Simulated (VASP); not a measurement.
Input of a VASP 6.6.1 run:

Contents of INCAR:

```
PREC = Accurate
ENCUT = 500
EDIFF = 1E-6
ISMEAR = 1
SIGMA = 0.1
LREAL = False
LASPH = True
NELM = 120
ALGO = Normal
ISIF = 2
LWAVE = False
LCHARG = True
GGA = CA
LELF = True
LVHAR = True
NBANDS = 12
GGA_COMPAT = False
```

File KPOINTS:

```
regular mesh
0
Gamma
  9 9 9
```

The input POSCAR:

```
Ti
1.0
    2.7635758240      0.0000000000      0.0000000000
    1.3817879120      2.3933268689      0.0000000000
    1.3817879120      0.7977756230      2.2564502114
Ti
1
Direct
    0.0000000000      0.0000000000      0.0000000000
```

Potentials or basis: VASP PAW LDA potentials, release 64 (Ti_sv).

Launch:

```bash
$ cat potpaw_LDA.64/Ti_sv/POTCAR > POTCAR
$ mpirun -np 1 vasp_std > vasp.out
```

Q: What does it give for the band gap on the k mesh?

A: Zero (band 6 reaches 10.62 eV, above the bottom of band 7 at 9.11 eV).

Q: Predict the pressure.

A: 9.7 GPa.
